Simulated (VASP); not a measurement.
# Li in VASP: further runs

Runs on Li. Level: PBE. Tasks: single point.

Program: VASP 6.6.1. These are calculated values, not measurements. Logs are shortened: lines on timing, memory, paths and dates and some standing lists are left out, and cuts for length are marked.

### Step 1. The cell of the first run

The typed cell holds 8 atoms: a = 5.947 Å, b = 5.948 Å, c = 5.948 Å, α = 109.47°, β = 109.47°, γ = 109.47°.

### Step 2. Single point, PBE

Contents of INCAR:

```
ALGO = Normal
EDIFF = 1E-6
ENCUT = 520
GGA = PE
ISIF = 2
ISMEAR = 0
LASPH = True
LCHARG = True
LELF = True
LREAL = False
LVHAR = True
LWAVE = False
NBANDS = 22
NELM = 80
PREC = Accurate
SIGMA = 0.2
```

Contents of KPOINTS:

```
k-points
0
Gamma
  4 4 4
```

Contents of POSCAR:

```
Li
1.0
    0.0000000000      0.0000000000      5.9470410708
   -4.8563403454     -2.8038094057     -1.9823470236
    4.8563403454     -2.8038094057     -1.9823470236
Li
8
Direct
    0.0000000000      0.0000000000      0.0000000000
    0.5000000000      0.5000000000      0.5000000000
    1.0000000000      0.0000000000      0.5000000000
    0.5000000000      0.5000000000      1.0000000000
    1.0000000000      0.5000000000      0.0000000000
    0.5000000000      1.0000000000      0.5000000000
    1.0000000000      0.5000000000      0.5000000000
    0.5000000000      0.0000000000      1.0000000000
```

Potentials or basis: VASP PAW PBE potentials, release 64 (Li_sv).

Command:

```
$ cat potpaw_PBE.64/Li_sv/POTCAR > POTCAR
$ mpirun -np 1 vasp_std > vasp.out
```

OUTCAR:

```text
EDIFF = 1E-6
   ENCUT = 520
   GGA = PE
   ISIF = 2
   ISMEAR = 0
   LASPH = True
   LREAL = False
   NELM = 80
   PREC = Accurate

 ion  position               nearest neighbor table
   1  0.000  0.000  0.000-
   2  0.500  0.500  0.500-
   3  0.000  0.000  0.500-
   4  0.500  0.500  0.000-
   5  0.000  0.500  0.000-
   6  0.500  0.000  0.500-
   7  0.000  0.500  0.500-
   8  0.500  0.000  0.000-

  LATTYP: Found a trigonal (rhomboedric) cell.
 ALAT       =     5.9476960628
 COS(alpha) =    -0.3333700398

  Lattice vectors:

 A1 = (   4.8563403454,   2.8038094057,   1.9823470236)
 A2 = (  -4.8563403454,   2.8038094057,   1.9823470236)
 A3 = (   0.0000000000,  -5.6076188114,   1.9823470236)

Analysis of symmetry for initial positions (statically):
=====================================================================
 Subroutine PRICEL returns following result:

  LATTYP: Found a trigonal (rhomboedric) cell.
 ALAT       =     2.9738480314
 COS(alpha) =    -0.3333700398

  Lattice vectors:

 A1 = (   2.4281701727,   1.4019047029,   0.9911735118)
 A2 = (  -2.4281701727,   1.4019047029,   0.9911735118)
 A3 = (   0.0000000000,  -2.8038094057,   0.9911735118)

   8 primitive cells build up your supercell.

 Routine SETGRP: Setting up the symmetry group for a
 trigonal (rhombohedral) supercell.

 Subroutine GETGRP returns: Found 12 space group operations
 (whereof 12 operations were pure point group operations)
 out of a pool of 12 trial point group operations.

The static configuration has the point symmetry D_3d.

Analysis of symmetry for dynamics (positions and initial velocities):
=====================================================================
 Subroutine PRICEL returns following result:

  LATTYP: Found a trigonal (rhomboedric) cell.
 ALAT       =     2.9738480314
 COS(alpha) =    -0.3333700398

  Lattice vectors:

 A1 = (   2.4281701727,   1.4019047029,   0.9911735118)
 A2 = (  -2.4281701727,   1.4019047029,   0.9911735118)
 A3 = (   0.0000000000,  -2.8038094057,   0.9911735118)

   8 primitive cells build up your supercell.

 Routine SETGRP: Setting up the symmetry group for a
 trigonal (rhombohedral) supercell.

 Subroutine GETGRP returns: Found 12 space group operations
 (whereof 12 operations were pure point group operations)
 out of a pool of 12 trial point group operations.

The dynamic configuration has the point symmetry D_3d.

 Subroutine INISYM returns: Found 12 space group operations
 (whereof 12 operations are pure point group operations),
 and found     8 'primitive' translations

----------------------------------------------------------------------------------------

                                     Primitive cell

  volume of cell :      20.2441

  direct lattice vectors                    reciprocal lattice vectors
     2.428170173  1.401904703  0.991173512     0.205916375  0.118885875  0.336301696
    -2.428170173  1.401904703  0.991173512    -0.205916375  0.118885875  0.336301696
     0.000000000 -2.803809406  0.991173512     0.000000000 -0.237771749  0.336301696

  length of vectors
     2.973848031  2.973848031  2.973848031     0.411866769  0.411866769  0.411866769

  position of ions in fractional coordinates (direct lattice)
     0.000000000  0.000000000  0.000000000

  ion indices of the primitive-cell ions
   primitive index   ion index
                 1           1

----------------------------------------------------------------------------------------

 KPOINTS: k-points

Automatic generation of k-mesh.
 Grid dimensions read from file:
 generate k-points for:    4    4    4

 Generating k-lattice:

  Cartesian coordinates                     Fractional coordinates (reciprocal lattice)
     0.000000000 -0.029721469  0.042037712     0.250000000  0.000000000  0.000000000
    -0.025739547 -0.044582203  0.000000000     0.000000000  0.250000000 -0.000000000
     0.025739547 -0.044582203  0.000000000     0.000000000 -0.000000000  0.250000000

  Length of vectors
     0.051483346  0.051479094  0.051479094

  Shift w.r.t. Gamma in fractional coordinates (k-lattice)
     0.000000000  0.000000000  0.000000000

 Subroutine IBZKPT returns following result:
 ===========================================

 Found     13 irreducible k-points:

 Following reciprocal coordinates:
            Coordinates               Weight
  0.000000  0.000000  0.000000      1.000000
  0.250000  0.000000  0.000000      6.000000
  0.500000  0.000000  0.000000      3.000000
  0.000000  0.250000  0.000000      6.000000
  0.250000  0.250000  0.000000     12.000000
  0.500000  0.250000 -0.000000      6.000000
  0.000000  0.500000  0.000000      3.000000
  0.000000  0.250000  0.250000      6.000000
  0.250000  0.250000  0.250000      2.000000
 -0.250000  0.250000  0.250000      6.000000
  0.500000  0.500000  0.250000      6.000000
 -0.250000  0.500000  0.250000      6.000000
  0.500000  0.500000  0.500000      1.000000
   k-points           NKPTS =     13   k-points in BZ     NKDIM =     13   number of bands    NBANDS=     22
   number of dos      NEDOS =    301   number of ions     NIONS =      8
   total plane-waves  NPLWV = 110592
   dimension x,y,z NGX =    48 NGY =   48 NGZ =   48
   dimension x,y,z NGXF=    96 NGYF=   96 NGZF=   96
   ions per type =               8
   NGX,Y,Z   is equivalent  to a cutoff of  13.42, 13.42, 13.42 a.u.
   NGXF,Y,Z  is equivalent  to a cutoff of  26.84, 26.83, 26.83 a.u.
 SYSTEM =  unknown system
   PREC   = accura    normal or accurate (medium, high low for compatibility)
   ISTART =      0    job   : 0-new  1-cont  2-samecut
   ICHARG =      2    charge: 1-file 2-atom 10-const
   ISPIN  =      1    spin polarized calculation?
   LNONCOLLINEAR =      F non collinear calculations
   LSORBIT =      F    spin-orbit coupling
   LASPH  =      T    aspherical Exc in radial PAW
   ENCUT  =  520.0 eV  38.22 Ry    6.18 a.u.  11.06 11.06 11.06*2*pi/ulx,y,z
   NELM   =     80;   NELMIN=  2; NELMDL= -5     # of ELM steps
   EDIFF  = 0.1E-05   stopping-criterion for ELM
   LREAL  =      F    real-space projection
   EDIFFG = 0.1E-04   stopping-criterion for IOM
   NSW    =      0    number of steps for IOM
   IBRION =     -1    ionic relax: 0-MD 1-quasi-New 2-CG
   NFREE  =      0    steps in history (QN), initial steepest desc. (CG)
   ISIF   =      2    stress and relaxation
   ISYM   =      2    0-nonsym 1-usesym 2-fastsym
   POTIM  = 0.5000    time-step for ionic-motion
   TEBEG  =    0.0;   TEEND  =   0.0 temperature during run
   PSTRESS=    0.0 pullay stress
   NELECT =      24.0000    total number of electrons
   NUPDOWN=      -1.0000    fix difference up-down
   EMIN   =  10.00;   EMAX   =-10.00  energy-range for DOS
   EFERMI =   0.00;   METHOD = LEGACY
   ISMEAR =     0;   SIGMA  =   0.20  broadening in eV -4-tet -1-fermi 0-gaus
   EFERMI_NEDOS =   21; number of points for ismear=-14 and -15
   IALGO  =     38    algorithm
   IMIX   =      4    mixing-type and parameters
     AMIX     =   0.40;   BMIX     =  1.00
     AMIX_MAG =   1.60;   BMIX_MAG =  1.00
  volume/ion in A,a.u.               =      20.24       136.61
  Fermi-wavevector in a.u.,A,eV,Ry     =   0.866328  1.637123 10.211504  0.750524
  Thomas-Fermi vector in A             =   1.984701
   LORBIT       =      0    0 simple, 1 ext, 2 COOP (PROOUT), +10 PAW based schemes
   GGA     = PE    functional components
   LHFCALC =     F    Hartree Fock is set to
   AEXX    =    0.0000 exact exchange contribution
   IVDW    =     0    specifies the selected vdW correction
   LEPSILON=     F    determine dielectric tensor
   LRPA    =     F    only Hartree local field effects (RPA)
 non-spin polarized calculation
 Gauss-broadening in eV      SIGMA  =   0.20
  energy-cutoff  :      520.00
  volume of cell :      161.95
 maximum number of plane-waves:      4412
 NGX is ok and might be reduce to    48

 number of electron      24.0000004 magnetization

 Free energy of the ion-electron system (eV)
  ---------------------------------------------------
  ext. energy  EPLUGINS =         0.00000000
  ---------------------------------------------------
  free energy    TOTEN  =       -15.21284504 eV

  energy without entropy =      -15.09092121  energy(sigma->0) =      -15.15188313

 E-fermi :   0.6549     XC(G=0):  -7.0472

 val. band max:        0.6004875982   @ k =   0.0000   0.5000   0.0000
 cond. band min:       0.7238907508   @ k =   0.0000   0.2500   0.0000
 fundamental gap:      0.1234031526
 Fermi energy:         0.6548642954

 k-point     1 :       0.0000    0.0000    0.0000
  band No.  band energies     occupation
      1     -45.8995      2.00000
      2     -45.8800      2.00000
      3     -45.8800      2.00000
      4     -45.8800      2.00000
      5     -45.8799      2.00000
      6     -45.8799      2.00000
[... 14 lines left out ...]
     21       3.8917      0.00000
     22       6.1549      0.00000

 k-point     2 :       0.2500    0.0000    0.0000
  band No.  band energies     occupation
      1     -45.8966      2.00000
      2     -45.8828      2.00000
      3     -45.8799      2.00000
      4     -45.8799      2.00000
      5     -45.8799      2.00000
      6     -45.8799      2.00000
[... 14 lines left out ...]
     21       4.5464      0.00000
     22       5.3649      0.00000

 k-point     3 :       0.5000    0.0000    0.0000
  band No.  band energies     occupation
      1     -45.8897      2.00000
      2     -45.8897      2.00000
      3     -45.8799      2.00000
      4     -45.8799      2.00000
      5     -45.8799      2.00000
      6     -45.8799      2.00000
[... 14 lines left out ...]
     21       5.5524      0.00000
     22       5.5524      0.00000
[... 201 lines left out ...]
 k-point    12 :      -0.2500    0.5000    0.2500
  band No.  band energies     occupation
      1     -45.8873      2.00000
      2     -45.8873      2.00000
      3     -45.8810      2.00000
      4     -45.8810      2.00000
      5     -45.8788      2.00000
      6     -45.8788      2.00000
[... 14 lines left out ...]
     21       6.5358      0.00000
     22       6.5358      0.00000

 k-point    13 :       0.5000    0.5000    0.5000
  band No.  band energies     occupation
      1     -45.8815      2.00000
      2     -45.8815      2.00000
      3     -45.8815      2.00000
      4     -45.8815      2.00000
      5     -45.8815      2.00000
      6     -45.8815      2.00000
[... 14 lines left out ...]
     21       9.0771      0.00000
     22       9.1689      0.00000

------------------------ aborting loop because EDIFF is reached ----------------------------------------

  FORCE on cell =-STRESS in cart. coord.  units (eV):
  Direction    XX          YY          ZZ          XY          YZ          ZX
  --------------------------------------------------------------------------------------
  -------------------------------------------------------------------------------------
  Total       -0.0299972     -0.0299972     -0.0301767      0.0000000     -0.0000000      0.0000000
  in kB       -0.2967578     -0.2967578     -0.2985342      0.0000000     -0.0000000      0.0000000
  external PRESSURE =      -0.2973499 kB  Pullay stress =       0.0000000 kB

 VOLUME and BASIS-vectors are now :
 -----------------------------------------------------------------------------
  energy-cutoff  :      520.00
  volume of cell :      161.95
      direct lattice vectors                 reciprocal lattice vectors
     0.000000000  0.000000000  5.947041071     0.000000000 -0.118885875  0.168150848
    -4.856340345 -2.803809406 -1.982347024    -0.102958188 -0.178328812  0.000000000
     4.856340345 -2.803809406 -1.982347024     0.102958188 -0.178328812  0.000000000

 POSITION                                       TOTAL-FORCE (eV/Angst)
 -----------------------------------------------------------------------------------
      0.00000      0.00000      0.00000         0.000000     -0.000000     -0.000000
      0.00000     -2.80381      0.99117        -0.000000     -0.000000     -0.000000
      2.42817     -1.40190     -0.99117         0.000000      0.000000     -0.000000
     -2.42817     -1.40190      1.98235         0.000000      0.000000      0.000000
     -2.42817     -1.40190     -0.99117        -0.000000     -0.000000      0.000000
      2.42817     -1.40190      1.98235        -0.000000     -0.000000      0.000000
      0.00000     -2.80381     -1.98235         0.000000      0.000000     -0.000000
      0.00000      0.00000      2.97352         0.000000     -0.000000     -0.000000
 -----------------------------------------------------------------------------------
    total drift:                                0.000000     -0.000000     -0.000000

  FREE ENERGIE OF THE ION-ELECTRON SYSTEM (eV)
  ---------------------------------------------------
  free  energy   TOTEN  =       -15.2128450439 eV

  energy  without entropy=      -15.0909212133  energy(sigma->0) =      -15.15188313
```

Wall time 68 s (1 thread of Oxide Virtual Turin-like, shared host); peak memory 0.26 GiB.

What came out:

* Free energy: -15.2128 eV
* Band gap on the k mesh: zero (bands 12 and 13 overlap by 1.39 eV)

Caveat: the cutoff is under 1.25 times the usual one of these potentials, so pressure, stress and relaxed cells hold a basis-set (Pulay) error.

### Step 3. Single point, PBE

This run uses another cell than the first one, of 20.06 Å³/atom.

Contents of INCAR:

```
  PREC = Accurate
  ENCUT = 520
  EDIFF = 1E-7
  ISMEAR = 0
  SIGMA = 0.1
  LREAL = False
  LASPH = True
  NELM = 80
  ALGO = Fast
  ISIF = 2
  LWAVE = False
  LCHARG = False
  GGA = PE
  NBANDS = 22
```

Contents of KPOINTS:

```
regular mesh
0
Gamma
  4 4 2
```

Contents of POSCAR:

```
Li
1.0
    4.2595080928     -2.4837745110      0.2123387264
    4.2595080928      2.4837745110      0.2123387264
   -3.2992766315      0.0000000000      7.4201259727
Li
8
Direct
    0.6288944400      0.1202492085      1.1241314797
    1.0043483894      0.4956473876      0.2503796258
    0.8797507915      0.3711055600     -0.1241314797
    0.5043526124     -0.0043483894      0.7496203742
    0.7542474658      0.2457525342      0.5000000000
    0.1289340414      0.6205231233      0.6249323306
    0.3794768767      0.8710659586      0.3750676694
    0.2540592828      0.7459407172      0.0000000000
```

Potentials or basis: VASP PAW PBE potentials, release 64 (Li_sv).

Command:

```
$ cat potpaw_PBE.64/Li_sv/POTCAR > POTCAR
$ mpirun -np 1 vasp_std > vasp.out
```

Run time: 99 s. Hardware: 1 thread of Oxide Virtual Turin-like, shared host; peak memory 0.24 GiB.

It converged, with:

- Free energy: -15.2889 eV
- Largest force: 0.011 eV/Å
- Band gap on the k mesh: zero (bands 12 and 13 overlap by 2.86 eV)

Forces on the atoms (eV/Å):
```
Li   0.001  0.001  0.011
Li   0.002  0.001 -0.001
Li  -0.001  0.001 -0.011
Li  -0.002  0.001  0.001
Li   0.000  0.000  0.000
Li   0.004 -0.001  0.005
Li  -0.004 -0.001 -0.005
Li   0.000 -0.002  0.000
```

Levels at points of the mesh, in eV from the Fermi level:
```
           k point  band 8  band 9  band 10  band 11  band 12  band 13  band 14  band 15  band 16  band 17
(0.00, 0.00, 0.00)  -46.46   -3.55    -1.61    -1.61     2.36     2.37     2.37     2.37     3.19     3.19
(0.50, 0.00, 0.00)  -46.47   -1.98    -1.97    -0.73    -0.73     0.67     0.68     0.74     0.74     3.25
(0.50, 0.50, 0.00)  -46.47   -1.79    -1.79    -1.13    -1.13     0.04     0.54     2.60     2.62     2.71
(0.00, 0.00, 0.50)  -46.47   -3.06    -3.06     0.77     0.78     2.14     2.14     2.19     2.19     3.79
(0.50, 0.00, 0.50)  -46.47   -1.82    -1.82    -1.11    -1.11     0.10     0.44     2.65     2.66     2.79
(0.50, 0.50, 0.50)  -46.47   -1.96    -1.96    -0.66    -0.66     0.62     0.63     0.69     0.69     3.17
```

Caveat: the k points lie up to 0.41 Å⁻¹ apart, too coarse for converged energies and pressures of a metal; the cutoff is under 1.25 times the usual one of these potentials, so pressure, stress and relaxed cells hold a basis-set (Pulay) error.

### Step 4. Single point, PBE

This run uses another cell than the first one: it holds 1 atom, not 8.

Contents of INCAR:

```
PREC = Accurate
ENCUT = 520
EDIFF = 1E-6
ISMEAR = 0
SIGMA = 0.1
LREAL = F
LASPH = T
NELM = 100
ALGO = Fast
ISIF = 2
LWAVE = F
LCHARG = F
GGA = PE
NBANDS = 8
```

Contents of KPOINTS:

```
Automatic mesh
0
Gamma
  24 24 24
```

Contents of POSCAR:

```
Li
1.0
    2.4281701727      1.4019047028      0.9911735118
   -2.4281701727      1.4019047028      0.9911735118
    0.0000000000     -2.8038094057      0.9911735118
Li
1
Direct
    0.0000000000      0.0000000000      0.0000000000
```

Command:

```
$ cat potpaw_PBE.64/Li_sv/POTCAR > POTCAR
$ mpirun -np 1 vasp_std > vasp.out
```

Run time: 3.1 min. Hardware: 1 thread of Oxide Virtual Turin-like, shared host; peak memory 0.23 GiB.

Results (log left out):

```
Free energy            : -1.9061 eV
Band gap on the k mesh : zero (an odd number of electrons rules out a gap without spin polarisation)
```

Levels at points of the mesh, in eV from the Fermi level:
```
           k point  band 1  band 2  band 3  band 4
(0.00, 0.00, 0.00)  -46.54   -3.57   14.61   14.61
(0.50, 0.00, 0.00)  -46.52    0.23    3.25   10.36
(0.50, 0.50, 0.00)  -46.52    0.23    3.25   10.36
(0.50, 0.50, 0.50)  -46.51    5.51    5.52    5.52
```

Caveat: the cutoff is under 1.25 times the usual one of these potentials, so pressure, stress and relaxed cells hold a basis-set (Pulay) error.

[end of part 1 of 2]

The gap in the log of VASP goes by the Fermi energy; the results here count the filled bands.